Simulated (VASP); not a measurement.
Write the native input for VASP 6.6.1 that does the following.

- Task: relaxation of cell and atoms
- Functional: PBEsol
- Potentials or basis: VASP PAW PBE potentials, release 64 (Li_sv, Te, H)
- Cutoff: 600 eV
- k mesh: 6 × 6 × 6
- Occupations: gaussian, width 0.02 eV
- Spin: no spin polarisation
- Dipole correction: no
- Further INCAR settings: ALGO = Normal; EDIFF = 1e-06; IBRION = 2; EDIFFG = -0.005; NSW = 70; ISIF = 3

The structure of Li3TeH lies in POSCAR:

```
Li3TeH
1.0
    4.1922815372      0.0000000000      0.0000000000
    0.0000000000      4.1922815372      0.0000000000
    0.0000000000      0.0000000000      4.1922815372
Li Te H
3 1 1
Direct
    0.5000000000      0.0000000000      0.5000000000
    0.0000000000      0.5000000000      0.5000000000
    0.5000000000      0.5000000000      0.0000000000
    0.0000000000      0.0000000000      0.0000000000
    0.5000000000      0.5000000000      0.5000000000
```

One way to write it, as run:

INCAR

```
SYSTEM = Li3TeH
ALGO = Normal
EDIFF = 1E-6
EDIFFG = -0.005
ENCUT = 600
GGA = PS
IBRION = 2
ISIF = 3
ISMEAR = 0
LASPH = .TRUE.
LCHARG = .FALSE.
LREAL = .FALSE.
LWAVE = .FALSE.
NELM = 80
NSW = 70
PREC = Accurate
SIGMA = 0.02
```

KPOINTS

```
k-points
0
G
  6 6 6
  0 0 0
```

Potentials or basis: VASP PAW PBE potentials, release 64 (Li_sv, Te, H).

Command:

```console
$ cat potpaw_PBE.64/Li_sv/POTCAR potpaw_PBE.64/Te/POTCAR potpaw_PBE.64/H/POTCAR > POTCAR
$ mpirun -np 1 vasp_std > vasp.out
```

Results of the run:

```yaml
Relaxed_volume: 14.27 Å³/atom
Relaxed_cell: a = 4.147 Å, b = 4.147 Å, c = 4.147 Å, α = 90.00°, β = 90.00°, γ = 90.00°
Space_group_after_relaxing_to_0.1_Å: Pm-3m (No. 221)
Energy_gained_by_relaxing: 1.8 meV/atom
Ionic_steps: 3
Pressure_after_relaxing: 0.0 GPa
Band_gap_on_the_k_mesh: 2.88 eV (least direct gap 3.68 eV)
```

Caveat: the cutoff is under 1.25 times the usual one of these potentials, so pressure, stress and relaxed cells hold a basis-set (Pulay) error; the PAW data sets were made with another functional, which shifts forces and pressure a little; spin-orbit coupling is left out, which moves the levels of the heavy elements.

Wall time 71 s on 1 thread of Intel(R) Xeon(R) Platinum 8375C CPU @ 2.90GHz (Ice Lake), on a shared host, peak memory 0.22 GiB.
